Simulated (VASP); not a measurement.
C: single point with PBE+D3(BJ)

C:

```
CELL_PARAMETERS angstrom
1.25308 0.72347 3.41752
-1.25308 0.72347 3.41752
0.00000 -1.44693 3.41752
ATOMIC_POSITIONS crystal
C 0.17602 0.17602 0.17602
C 0.82398 0.82398 0.82398
```

```yaml
Program: VASP 6.6.1
Task: single point
Functional: PBE
Dispersion: D3(BJ)
Potentials_or_basis: VASP PAW PBE potentials, release 64 (C)
Cutoff: 520 eV
k_mesh: 15 × 15 × 15
Occupations: gaussian, width 0.05 eV
Spin: no spin polarisation
```

| Property | Result |
| --- | --- |
| Pressure | -14.2 GPa |
| Largest force | 3.205 eV/Å |
| Band gap on the k mesh | 0.37 eV, direct |
| Dispersion energy per atom | -0.151 eV |

Forces on the atoms (eV/Å):
```
C    0.000  0.000 -3.205
C    0.000  0.000  3.205
```

Stress tensor (GPa, compression positive):
```
-18.53   0.00   0.00
  0.00 -18.53   0.00
  0.00   0.00  -5.66
```

Levels at points of the mesh, in eV from the valence-band top:
```
           k point  band 1  band 2  band 3  band 4  band 5  band 6  band 7  band 8  band 9
(0.00, 0.00, 0.00)  -18.87   -5.90   -2.45   -2.45    3.82    8.33    8.33   11.67   11.70
```

Run time: 37 s on 1 thread of Intel(R) Xeon(R) 6975P-C (Granite Rapids), with other jobs on the host, peak memory 0.19 GiB.

Caveat: forces of over 1 eV/Å act on the atoms, so gaps and moduli don't describe the material at rest. A k mesh can miss the band edges.
